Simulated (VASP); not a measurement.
Input of a VASP 6.6.1 run:

File INCAR:

```
SYSTEM = Ca
  ALGO = Normal
  EDIFF = 1E-7
  ENCUT = 520
  GGA = PE
  ISIF = 2
  ISMEAR = 0
  LASPH = .True.
  LCHARG = .False.
  LREAL = .False.
  LWAVE = .False.
  NBANDS = 22
  NELM = 80
  PREC = Accurate
  SIGMA = 0.1
```

File KPOINTS:

```
k-points
0
Gamma
  4 4 4
  0 0 0
```

File POSCAR:

```
Ca
1.0
   -3.5297452200      3.5297452200      2.8837641700
    3.5297452200     -3.5297452200      2.8837641700
    3.5297452200      3.5297452200     -2.8837641700
Ca
3
Direct
    0.7500000000      0.2500000000      0.5000000000
    0.2500000000      0.7500000000      0.5000000000
    0.0000000000      0.0000000000      0.0000000000
```

Potentials or basis: VASP PAW PBE potentials, release 64 (Ca_sv).

Launch:

```bash
$ cat potpaw_PBE.64/Ca_sv/POTCAR > POTCAR
$ mpirun -np 1 vasp_std > vasp.out
```

Problem. Estimate the band gap on the k mesh.

Solution. Zero (bands 15 and 16 overlap by 0.76 eV).

Problem. What does it give for the pressure?

Solution. 1.8 GPa.

Stress tensor (GPa, compression positive):
```
-1.80  0.00  0.00
 0.00 -1.80  0.00
 0.00  0.00  9.06
```
